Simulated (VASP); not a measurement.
## BP: single point with PBE+D3(BJ)

The system is BP.

```
B P
1.0
     3.19955    0.00000    0.00000
    -1.59978    2.77089    0.00000
     0.00000    0.00000    7.04686
B P
2 2
Direct
  0.66667 0.33333 0.00000
  0.33333 0.66667 0.50000
  0.33333 0.66667 0.00000
  0.00000 0.00000 0.50000
```

```
Program                : VASP 6.6.1
Task                   : single point
Functional             : PBE
Dispersion             : D3(BJ)
Potentials or basis    : VASP PAW PBE potentials, release 64 (B, P)
Cutoff                 : 520 eV
k mesh                 : 6 × 6 × 4
Occupations            : gaussian, width 0.1 eV
Spin                   : no spin polarisation
Dipole correction      : no
Further INCAR settings : ALGO = Normal; EDIFF = 1e-06; NBANDS = 16
```

```
Pressure                   : -0.3 GPa
Band gap on the k mesh     : 0.55 eV (least direct gap 0.73 eV)
Dispersion energy per atom : -0.244 eV
```

Stress tensor (GPa, compression positive):
```
-0.37  0.00  0.00
 0.00 -0.37  0.00
 0.00  0.00 -0.19
```

Levels at points of the mesh, in eV from the valence-band top:
| k point | band 5 | band 6 | band 7 | band 8 | band 9 | band 10 | band 11 | band 12 |
| --- | --- | --- | --- | --- | --- | --- | --- | --- |
| (0.00, 0.00, 0.00) | -1.80 | -1.80 | -1.60 | -1.60 | 4.02 | 4.52 | 4.52 | 4.76 |
| (0.50, 0.00, 0.00) | -3.84 | -3.56 | -2.00 | -1.00 | 1.65 | 2.25 | 2.48 | 3.15 |
| (0.00, 0.00, 0.50) | -1.79 | -1.79 | -1.61 | -1.61 | 4.54 | 4.54 | 4.72 | 4.72 |
| (0.50, 0.00, 0.50) | -3.80 | -3.62 | -1.23 | -1.11 | 1.19 | 1.30 | 2.81 | 2.90 |

Run time: 10 s on 1 thread of Intel(R) Xeon(R) Platinum 8559C (Emerald Rapids), with other jobs on the host, peak memory 0.18 GiB.

A k mesh can miss the band edges.
